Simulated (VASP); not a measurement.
Here is a VASP 6.6.1 calculation.

The input INCAR:

```
ALGO = Fast ; EDIFF = 1E-6
ENCUT = 520 ; GGA = PE
ISIF = 2 ; ISMEAR = 0
LASPH = T ; LCHARG = F
LREAL = F ; LWAVE = F
NBANDS = 19 ; NELM = 80
PREC = Accurate ; SIGMA = 0.1
```

File KPOINTS:

```
k-points
0
Gamma
  15 15 8
```

POSCAR

```
Cd
1.0
    2.9788725081      0.0000000000      0.0000000000
   -1.4894362540      2.5797792666      0.0000000000
    0.0000000000      0.0000000000      5.6176500000
Cd
2
Direct
    0.3333333333      0.6666666667      0.2500000000
    0.6841100195      0.3682200390      0.7500000000
```

Potentials or basis: VASP PAW PBE potentials, release 64 (Cd).

Launch:

```bash
$ cat potpaw_PBE.64/Cd/POTCAR > POTCAR
$ mpirun -np 1 vasp_std > vasp.out
```

Q: Predict the pressure.

A: 3.2 GPa.

Q: Predict the band gap on the k mesh.

A: Zero (bands 12 and 13 overlap by 4.58 eV).

Q: What does it give for the largest force?

A: 0.024 eV/Å.

Forces in eV/Å, atoms in the order of the input:
```
Cd   0.000  0.024  0.000
Cd   0.000 -0.024  0.000
```

Caveat: the cell differs from its parent crystal (one atom moved); the cell stands under pressure.
